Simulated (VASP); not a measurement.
Ni3Ge: single point with PBEsol

The system is Ni3Ge.

```xyz
4
Lattice="3.5270 0.0000 0.0000 0.0000 3.5270 0.0000 0.0000 0.0000 3.5270" Properties=species:S:1:pos:R:3 pbc="T T T"
Ni    1.7635    0.0000    1.7635
Ni    0.0000    1.7635    1.7635
Ni    1.7635    1.7635    0.0000
Ge    0.0000    0.0000    0.0000
```

```yaml
Program: VASP 6.6.1
Task: single point
Functional: PBEsol
Potentials_or_basis: VASP PAW PBE potentials, release 64 (Ni, Ge_d)
Cutoff: 520 eV
k_mesh: 12 × 12 × 12
Occupations: fermi-dirac, width 0.15 eV
Spin: no spin polarisation
Dipole_correction: no
Further_INCAR_settings: ALGO = Normal; EDIFF = 1e-06; NBANDS = 30
```

The pressure is 0.4 GPa. The band gap on the k mesh is zero (bands 22 and 23 overlap by 0.23 eV).

Levels at points of the mesh, in eV from the Fermi level:
```tsv
k point	band 18	band 19	band 20	band 21	band 22	band 23	band 24	band 25	band 26	band 27
(0.00, 0.00, 0.00)	-1.06	-0.69	-0.69	-0.39	-0.08	-0.08	-0.08	3.90	6.81	6.81
(0.50, 0.00, 0.00)	-1.41	-1.36	-1.25	-0.64	-0.08	3.54	3.54	4.61	5.69	5.69
(0.50, 0.50, 0.00)	-1.51	-1.31	-1.21	-1.05	-1.05	0.53	0.53	5.64	6.39	8.59
(0.50, 0.50, 0.50)	-1.44	-1.27	-1.27	-0.63	-0.31	-0.31	-0.31	0.61	4.13	4.13
```

It took 2.2 min on 1 thread of Intel Xeon 8259CL (shared host), peak memory 0.23 GiB.

Caveat: the PAW data sets were made with another functional, which shifts forces and pressure a little. Spin polarisation is off, so any magnetic state and its effect on volume and gap are missing.
